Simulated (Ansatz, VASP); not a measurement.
# WC: VASP beside Ansatz

File INCAR:

```
SYSTEM = WC
ALGO     = Normal         ! electronic algorithm
EDIFF    = 1E-6           ! SCF threshold, eV
ENCUT    = 520            ! plane-wave cutoff, eV
GGA      = PE             ! functional
ISIF     = 2              ! what is computed and relaxed
ISMEAR   = 0              ! smearing method
LASPH    = .True.         ! aspherical terms in the spheres
LCHARG   = .True.         ! write CHGCAR
LELF     = .True.         ! ELF
LREAL    = .False.        ! projectors in reciprocal space
LVHAR    = .True.       
LWAVE    = .False.        ! write WAVECAR
NBANDS   = 16             ! bands
NELM     = 100            ! most SCF steps
PREC     = Accurate       ! precision mode
SIGMA    = 0.15           ! smearing width, eV
```

The input KPOINTS:

```
k-points
0
Gamma
  18 18 16
  0 0 0
```

The input POSCAR:

```
WC
1.0
    2.9005014360      0.0000000000      0.0000000000
   -1.4502507180      2.5119079273      0.0000000000
    0.0000000000      0.0000000000      3.0553200000
W C
1 1
Direct
    0.0000000000      0.0000000000      0.0000000000
    0.6666666667      0.3333333333      0.5000000000
```

Input for Ansatz:

```yaml
crystal:
  lattice:
    - [2.900501436, 0.0, 0.0]
    - [-1.450250718, 2.5119079273, 0.0]
    - [0.0, 0.0, 3.05532]
  atoms:
    - { symbol: W, position: [0.0, 0.0, 0.0] }
    - { symbol: C, position: [0.6666666667, 0.3333333333, 0.5] }
basis:
  ecutwfc: 420
kpoints:
  mp_grid: { grid: [18, 18, 16] }
hamiltonian:
  xc: pbe
scf:
  occupations: { method: gaussian, width: 0.15 }
output:
  forces: true
  stress: true
  eigenvalues: true
```

Change from the starting cell: strain +0.000 along x and y, +0.080 along z, atoms carried along.

Alike in both runs: task single point; functional PBE; k mesh 18 × 18 × 16; occupations gaussian, width 0.15 eV; no spin polarisation.

|  | VASP | Ansatz |
| --- | --- | --- |
| version | VASP 6.6.1 | Ansatz 0.2.0 |
| potentials or method | VASP PAW PBE potentials, release 64 (W_sv, C), cutoff 520 eV | scalar-relativistic, plane waves, PAW |
| valence electrons in the cell | 18 | 18 |

|  | VASP | Ansatz | Ansatz less VASP |
| --- | --- | --- | --- |
| gap on the k mesh at the Fermi level (eV) | none | none | - |
| pressure (GPa) | -19.5 | -20.3 | -0.81 |
| traceless stress, the component that is largest in VASP (GPa) | -33.31 | -33.40 | -0.087 |

A gap of «none» marks a metal or a gap that the smearing closes.

Neither program's run includes spin-orbit coupling.
